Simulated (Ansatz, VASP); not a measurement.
# NbCuP2 in VASP and in Ansatz

INCAR

```
SYSTEM = NbCuP2
PREC = Accurate
ENCUT = 520
EDIFF = 1E-6
ISMEAR = 0
SIGMA = 0.1
LREAL = .FALSE.
LASPH = .TRUE.
NELM = 150
ALGO = Normal
ISIF = 2
LWAVE = .FALSE.
LCHARG = .FALSE.
ISPIN = 2
MAGMOM = 1 0 0 0
LORBIT = 11
LMAXMIX = 4
GGA = PE
NBANDS = 29
```

The input KPOINTS:

```
Automatic mesh
0
G
  6 6 4
  0 0 0
```

File POSCAR:

```
NbCuP2
1.0
    3.5702097000      0.0000000000      0.0000000000
   -1.7851048000      3.0918923000      0.0000000000
    0.0000000000      0.0000000000      5.5331669000
Nb Cu P
1 1 2
Direct
    0.0000000000      0.0000000000      0.5000000000
    0.0000000000      0.0000000000      0.0000000000
    0.6666667000      0.3333333000      0.7689710000
    0.6666667000      0.3333333000      0.2310290000
```

Input for Ansatz:

```yaml
crystal:
  lattice:
    - [3.5702097, 0.0, 0.0]
    - [-1.7851048, 3.0918923, 0.0]
    - [0.0, 0.0, 5.5331669]
  atoms:
    - { symbol: Nb, position: [0.0, 0.0, 0.5], spin: 1.0 }
    - { symbol: Cu, position: [0.0, 0.0, 0.0] }
    - { symbol: P, position: [0.6666667, 0.3333333, 0.768971] }
    - { symbol: P, position: [0.6666667, 0.3333333, 0.231029] }
basis:
  ecutwfc: 420
kpoints:
  mp_grid: { grid: [6, 6, 4] }
hamiltonian:
  xc: pbe
scf:
  occupations: { method: gaussian, width: 0.1 }
  lower_state_search: "off"
output:
  forces: true
  stress: true
  eigenvalues: true
  populations: true
magnetization:
  spin_polarized: true
```

Alike in both runs: task single point; functional PBE; k mesh 6 × 6 × 4; occupations gaussian, width 0.1 eV; collinear spin.

|  | VASP | Ansatz |
| --- | --- | --- |
| version | VASP 6.6.1 | Ansatz 0.2.0 |
| potentials or method | VASP PAW PBE potentials, release 64 (Nb_sv, Cu, P), cutoff 520 eV | scalar-relativistic, plane waves, PAW |
| valence electrons in the cell | 34 | 42 |

Ansatz gave:

- gap on the k mesh at the Fermi level (eV): none
- pressure (GPa): -0.1
- traceless stress, the component that is largest in VASP (GPa): -0.02
- rms of the force components (eV/Å): 0.024
- net moment per atom (μB): 0.00

Problem. Estimate VASP's values.

Solution. gap on the k mesh at the Fermi level (eV): none; pressure (GPa): -0.3; traceless stress, the component that is largest in VASP (GPa): -0.17; rms of the force components (eV/Å): 0.016; net moment per atom (μB): 0.00.

Atom by atom the forces differ by 0.008 eV/Å (rms over components). A gap of «none» marks a metal or a gap that the smearing closes. VASP's potentials hold 34 valence electrons a cell and Ansatz's 42, so a difference there can come from the potentials and not from the codes. Ansatz's warnings: filled band counts differ across k points, seeded moment not kept.
